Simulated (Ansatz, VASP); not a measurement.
# One calculation of CuO, two programs

The input INCAR:

```
PREC = Accurate ; ENCUT = 600
EDIFF = 1E-6 ; ISMEAR = -1
SIGMA = 0.1 ; LREAL = F
LASPH = T ; NELM = 120
ALGO = Normal ; ISIF = 2
LWAVE = F ; LCHARG = F
GGA = PE ; NBANDS = 25
GGA_COMPAT = F
```

File KPOINTS:

```
Automatic mesh
0
Gamma
  9 9 5
```

Contents of POSCAR:

```
CuO
1.0
    2.3418500000     -1.7113000000      0.0000000000
    2.3418500000      1.7113000000      0.0000000000
   -0.8500274268      0.0000000000      5.0578693947
Cu O
2 2
Direct
    0.5000000000      0.0000000000      0.5000000000
    0.0000000000      0.5000000000      0.0000000000
    0.4184000000      0.5816000000      0.7500000000
    0.5816000000      0.4184000000      0.2500000000
```

Input for Ansatz:

```yaml
crystal:
  lattice:
    - [2.34185, -1.7113, 0.0]
    - [2.34185, 1.7113, 0.0]
    - [-0.8500274268, 0.0, 5.0578693947]
  atoms:
    - { symbol: Cu, position: [0.5, 0.0, 0.5] }
    - { symbol: Cu, position: [0.0, 0.5, 0.0] }
    - { symbol: O, position: [0.4184, 0.5816, 0.75] }
    - { symbol: O, position: [0.5816, 0.4184, 0.25] }
hamiltonian:
  xc: pbe
kpoints:
  mp_grid: { grid: [9, 9, 5] }
scf:
  occupations: { method: fermi_dirac, width: 0.1 }
  convergence: { dr2_threshold: 1.0e-11 }
basis:
  ecutwfc: 600
output:
  forces: true
```

Alike in both runs: task single point; functional PBE; k mesh 9 × 9 × 5; occupations fermi-dirac, width 0.1 eV; no spin polarisation.

|  | VASP | Ansatz |
| --- | --- | --- |
| version | VASP 6.6.1 | Ansatz 0.2.0 |
| potentials or method | VASP PAW PBE potentials, release 64 (Cu, O), cutoff 600 eV | scalar-relativistic, plane waves, PAW |
| valence electrons in the cell | 34 | 50 |

```csv
,VASP,Ansatz,Ansatz less VASP
rms of the force components (eV/Å),0.089,0.106,+0.0170
```

Atom by atom the forces differ by 0.017 eV/Å (rms over components). The functional is the same, so the differences come from potentials, cutoffs and numerics. VASP's potentials hold 34 valence electrons a cell and Ansatz's 50, so a difference there can come from the potentials and not from the codes.
